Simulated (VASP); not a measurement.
# Cu (Fm-3m) in VASP: single point with PBE

Aim: the single point of Cu with PBE.

Everything below comes from runs of VASP 6.6.1. Logs are shortened: lines on timing, memory, paths and dates and some standing lists are left out, and cuts for length are marked.

**1. The cell of the first run**

Symmetry: Fm-3m, No. 225, cubic system. The conventional cell has a = 3.833 Å, b = 3.833 Å, c = 3.833 Å, α = 90.00°, β = 90.00°, γ = 90.00°. Within 3.6 Å of Cu (site symmetry m-3m) lie 12 Cu at 2.71 Å.

**2. Single point, PBE (Ag replaced by Cu, lengths x 0.946, strained)**

Input file INCAR:

```
PREC     = Accurate       # precision mode
ENCUT    = 520            # plane-wave cutoff, eV
EDIFF    = 1E-7           # SCF threshold, eV
ISMEAR   = 0              # smearing method
SIGMA    = 0.1            # smearing width, eV
LREAL    = F              # projectors in reciprocal space
LASPH    = T              # aspherical terms in the spheres
NELM     = 100            # most SCF steps
ALGO     = Normal         # electronic algorithm
ISIF     = 2              # what is computed and relaxed
LWAVE    = F              # write WAVECAR
LCHARG   = F              # write CHGCAR
GGA      = PE             # functional
NBANDS   = 12             # bands
```

Input file KPOINTS:

```
Automatic mesh
0
Gamma
  18 18 18
```

Input file POSCAR:

```
Cu
1.0
    0.0000000000      1.9163571792      1.9163571792
    1.9163571792      0.0000000000      1.9163571792
    1.9163571792      1.9163571792      0.0000000000
Cu
1
Direct
    0.0000000000      0.0000000000      0.0000000000
```

Potentials or basis: VASP PAW PBE potentials, release 64 (Cu).

On the command line:

```console
> cat potpaw_PBE.64/Cu/POTCAR > POTCAR
> mpirun -np 1 vasp_std > vasp.out
```

OUTCAR:

```text
PREC = Accurate
   ENCUT = 520
   EDIFF = 1E-7
   ISMEAR = 0
   LREAL = F
   LASPH = T
   NELM = 100
   ISIF = 2
   GGA = PE

 ion  position               nearest neighbor table
   1  0.000  0.000  0.000-

  LATTYP: Found a face centered cubic cell.
 ALAT       =     3.8327143584

  Lattice vectors:

 A1 = (   0.0000000000,   1.9163571792,   1.9163571792)
 A2 = (   1.9163571792,   0.0000000000,   1.9163571792)
 A3 = (   1.9163571792,   1.9163571792,   0.0000000000)

Analysis of symmetry for initial positions (statically):
=====================================================================
 Subroutine PRICEL returns:
 Original cell was already a primitive cell.

 Routine SETGRP: Setting up the symmetry group for a
 face centered cubic supercell.

 Subroutine GETGRP returns: Found 48 space group operations
 (whereof 48 operations were pure point group operations)
 out of a pool of 48 trial point group operations.

The static configuration has the point symmetry O_h .

Analysis of symmetry for dynamics (positions and initial velocities):
=====================================================================
 Subroutine PRICEL returns:
 Original cell was already a primitive cell.

 Routine SETGRP: Setting up the symmetry group for a
 face centered cubic supercell.

 Subroutine GETGRP returns: Found 48 space group operations
 (whereof 48 operations were pure point group operations)
 out of a pool of 48 trial point group operations.

The dynamic configuration has the point symmetry O_h .

 Subroutine INISYM returns: Found 48 space group operations
 (whereof 48 operations are pure point group operations),
 and found     1 'primitive' translations

----------------------------------------------------------------------------------------

                                     Primitive cell

  volume of cell :      14.0754

  direct lattice vectors                    reciprocal lattice vectors
     0.000000000  1.916357179  1.916357179    -0.260911695  0.260911695  0.260911695
     1.916357179  0.000000000  1.916357179     0.260911695 -0.260911695  0.260911695
     1.916357179  1.916357179  0.000000000     0.260911695  0.260911695 -0.260911695

  length of vectors
     2.710138313  2.710138313  2.710138313     0.451912312  0.451912312  0.451912312

  position of ions in fractional coordinates (direct lattice)
     0.000000000  0.000000000  0.000000000

  ion indices of the primitive-cell ions
   primitive index   ion index
                 1           1

----------------------------------------------------------------------------------------

 KPOINTS: Automatic mesh

Automatic generation of k-mesh.
 Grid dimensions read from file:
 generate k-points for:   18   18   18

 Generating k-lattice:

  Cartesian coordinates                     Fractional coordinates (reciprocal lattice)
    -0.014495094  0.014495094  0.014495094     0.055555556  0.000000000  0.000000000
     0.014495094 -0.014495094  0.014495094     0.000000000  0.055555556  0.000000000
     0.014495094  0.014495094 -0.014495094     0.000000000  0.000000000  0.055555556

  Length of vectors
     0.025106240  0.025106240  0.025106240

  Shift w.r.t. Gamma in fractional coordinates (k-lattice)
     0.000000000  0.000000000  0.000000000

 Subroutine IBZKPT returns following result:
 ===========================================

 Found    195 irreducible k-points:

 Following reciprocal coordinates:
            Coordinates               Weight
  0.000000  0.000000  0.000000      1.000000
  0.055556  0.000000  0.000000      8.000000
  0.111111  0.000000  0.000000      8.000000
  0.166667  0.000000  0.000000      8.000000
  0.222222  0.000000  0.000000      8.000000
  0.277778  0.000000  0.000000      8.000000
[... 16 lines left out ...]
 -0.277778  0.055556  0.000000     24.000000
 -0.222222  0.055556  0.000000     24.000000
 [... further k-points ...]
   k-points           NKPTS =    195   k-points in BZ     NKDIM =    195   number of bands    NBANDS=     12
   number of dos      NEDOS =    301   number of ions     NIONS =      1
   total plane-waves  NPLWV =   8000
   dimension x,y,z NGX =    20 NGY =   20 NGZ =   20
   dimension x,y,z NGXF=    40 NGYF=   40 NGZF=   40
   ions per type =               1
   NGX,Y,Z   is equivalent  to a cutoff of  12.27, 12.27, 12.27 a.u.
   NGXF,Y,Z  is equivalent  to a cutoff of  24.54, 24.54, 24.54 a.u.
 SYSTEM =  unknown system
   PREC   = accura    normal or accurate (medium, high low for compatibility)
   ISTART =      0    job   : 0-new  1-cont  2-samecut
   ICHARG =      2    charge: 1-file 2-atom 10-const
   ISPIN  =      1    spin polarized calculation?
   LNONCOLLINEAR =      F non collinear calculations
   LSORBIT =      F    spin-orbit coupling
   LASPH  =      T    aspherical Exc in radial PAW
   ENCUT  =  520.0 eV  38.22 Ry    6.18 a.u.   5.04  5.04  5.04*2*pi/ulx,y,z
   NELM   =    100;   NELMIN=  2; NELMDL= -5     # of ELM steps
   EDIFF  = 0.1E-06   stopping-criterion for ELM
   LREAL  =      F    real-space projection
   EDIFFG = 0.1E-05   stopping-criterion for IOM
   NSW    =      0    number of steps for IOM
   IBRION =     -1    ionic relax: 0-MD 1-quasi-New 2-CG
   NFREE  =      0    steps in history (QN), initial steepest desc. (CG)
   ISIF   =      2    stress and relaxation
   ISYM   =      2    0-nonsym 1-usesym 2-fastsym
   POTIM  = 0.5000    time-step for ionic-motion
   TEBEG  =    0.0;   TEEND  =   0.0 temperature during run
   PSTRESS=    0.0 pullay stress
   NELECT =      11.0000    total number of electrons
   NUPDOWN=      -1.0000    fix difference up-down
   EMIN   =  10.00;   EMAX   =-10.00  energy-range for DOS
   EFERMI =   0.00;   METHOD = LEGACY
   ISMEAR =     0;   SIGMA  =   0.10  broadening in eV -4-tet -1-fermi 0-gaus
   EFERMI_NEDOS =   21; number of points for ismear=-14 and -15
   IALGO  =     38    algorithm
   IMIX   =      4    mixing-type and parameters
     AMIX     =   0.40;   BMIX     =  1.00
     AMIX_MAG =   1.60;   BMIX_MAG =  1.00
  volume/ion in A,a.u.               =      14.08        94.99
  Fermi-wavevector in a.u.,A,eV,Ry     =   1.507947  2.849606 30.938324  2.273903
  Thomas-Fermi vector in A             =   2.618466
   LORBIT       =      0    0 simple, 1 ext, 2 COOP (PROOUT), +10 PAW based schemes
   GGA     = PE    functional components
   LHFCALC =     F    Hartree Fock is set to
   AEXX    =    0.0000 exact exchange contribution
   IVDW    =     0    specifies the selected vdW correction
   LEPSILON=     F    determine dielectric tensor
   LRPA    =     F    only Hartree local field effects (RPA)
 non-spin polarized calculation
 Gauss-broadening in eV      SIGMA  =   0.10
  energy-cutoff  :      520.00
  volume of cell :       14.08
 maximum number of plane-waves:       392
   NGX =  9   NGY =  9   NGZ =  9

 number of electron      10.9999997 magnetization

 Free energy of the ion-electron system (eV)
  ---------------------------------------------------
  ext. energy  EPLUGINS =         0.00000000
  ---------------------------------------------------
  free energy    TOTEN  =        -3.61919623 eV

  energy without entropy =       -3.61796713  energy(sigma->0) =       -3.61858168

 E-fermi :   5.5665     XC(G=0): -11.7394

 val. band max:        5.5228375214   @ k =   0.5000   0.1667   0.0556
 cond. band min:       5.6706154518   @ k =   0.5000   0.3333   0.1111
 fundamental gap:      0.1477779304
 Fermi energy:         5.5664814743

 k-point     1 :       0.0000    0.0000    0.0000
  band No.  band energies     occupation
      1      -2.4953      2.00000
      2       3.0606      2.00000
      3       3.0606      2.00000
      4       3.0606      2.00000
      5       3.6857      2.00000
      6       3.6857      2.00000
      7      26.7780      0.00000
      8      28.1206      0.00000
      9      28.1207      0.00000
     10      28.1207      0.00000
     11      30.5896      0.00000
     12      30.5896      0.00000

 k-point     2 :       0.0556    0.0000    0.0000
  band No.  band energies     occupation
      1      -2.3960      2.00000
      2       3.0431      2.00000
      3       3.0771      2.00000
      4       3.0771      2.00000
      5       3.6794      2.00000
      6       3.6794      2.00000
      7      25.7951      0.00000
      8      27.2565      0.00000
      9      27.7909      0.00000
     10      27.7909      0.00000
     11      31.0760      0.00000
     12      31.0760      0.00000

 k-point     3 :       0.1111    0.0000    0.0000
  band No.  band energies     occupation
      1      -2.1009      2.00000
      2       2.9955      2.00000
      3       3.1199      2.00000
      4       3.1199      2.00000
      5       3.6670      2.00000
      6       3.6670      2.00000
      7      23.2112      0.00000
      8      27.0618      0.00000
      9      27.1727      0.00000
     10      27.1727      0.00000
     11      32.1482      0.00000
     12      32.1482      0.00000
[... 286 lines left out ...]
 k-point    23 :      -0.2778    0.0556    0.0000
  band No.  band energies     occupation
      1       0.1250      2.00000
      2       2.9016      2.00000
      3       3.1464      2.00000
      4       3.1780      2.00000
      5       3.7618      2.00000
      6       3.9658      2.00000
      7      14.7349      0.00000
      8      23.2349      0.00000
      9      26.7373      0.00000
     10      26.9019      0.00000
     11      29.3010      0.00000
     12      30.5942      0.00000

 k-point    24 :      -0.2222    0.0556    0.0000
  band No.  band energies     occupation
      1      -0.6480      2.00000
      2       2.8515      2.00000
      3       3.1834      2.00000
      4       3.2112      2.00000
      5       3.6535      2.00000
      6       3.8381      2.00000
      7      17.1481      0.00000
      8      23.5027      0.00000
      9      27.3082      0.00000
     10      27.4817      0.00000
     11      30.2683      0.00000
     12      30.8589      0.00000

 [... further k-points ...]

------------------------ aborting loop because EDIFF is reached ----------------------------------------

  FORCE on cell =-STRESS in cart. coord.  units (eV):
  Direction    XX          YY          ZZ          XY          YZ          ZX
  --------------------------------------------------------------------------------------
  -------------------------------------------------------------------------------------
  Total       -1.2908307     -1.2908307     -1.2908307     -0.0000000      0.0000000      0.0000000
  in kB     -146.9333853   -146.9333853   -146.9333853     -0.0000000      0.0000000      0.0000000
  external PRESSURE =    -146.9333853 kB  Pullay stress =       0.0000000 kB

 VOLUME and BASIS-vectors are now :
 -----------------------------------------------------------------------------
  energy-cutoff  :      520.00
  volume of cell :       14.08
      direct lattice vectors                 reciprocal lattice vectors
     0.000000000  1.916357179  1.916357179    -0.260911695  0.260911695  0.260911695
     1.916357179  0.000000000  1.916357179     0.260911695 -0.260911695  0.260911695
     1.916357179  1.916357179  0.000000000     0.260911695  0.260911695 -0.260911695

 POSITION                                       TOTAL-FORCE (eV/Angst)
 -----------------------------------------------------------------------------------
      0.00000      0.00000      0.00000         0.000000      0.000000      0.000000
 -----------------------------------------------------------------------------------
    total drift:                                0.000000      0.000000      0.000000

  FREE ENERGIE OF THE ION-ELECTRON SYSTEM (eV)
  ---------------------------------------------------
  free  energy   TOTEN  =        -3.6191962341 eV

  energy  without entropy=       -3.6179671274  energy(sigma->0) =       -3.61858168
```

Wall time 17 s (1 thread of Intel Xeon 6975P-C, shared host); peak memory 0.14 GiB.

Results:

* Free energy: -3.6192 eV
* Pressure: -14.7 GPa

Levels at points of the mesh, in eV from the Fermi level:
```
           k point  band 4  band 5  band 6  band 7  band 8  band 9
(0.00, 0.00, 0.00)   -2.51   -1.88   -1.88   21.21   22.55   22.55
(0.50, 0.00, 0.00)   -1.45   -1.45   -0.48    2.99   19.52   19.52
(0.50, 0.50, 0.00)   -1.34   -1.34    1.66    6.00   11.83   11.83
```

Caveat: the cell differs from its parent crystal (Ag replaced by Cu, lengths x 0.946, strained).
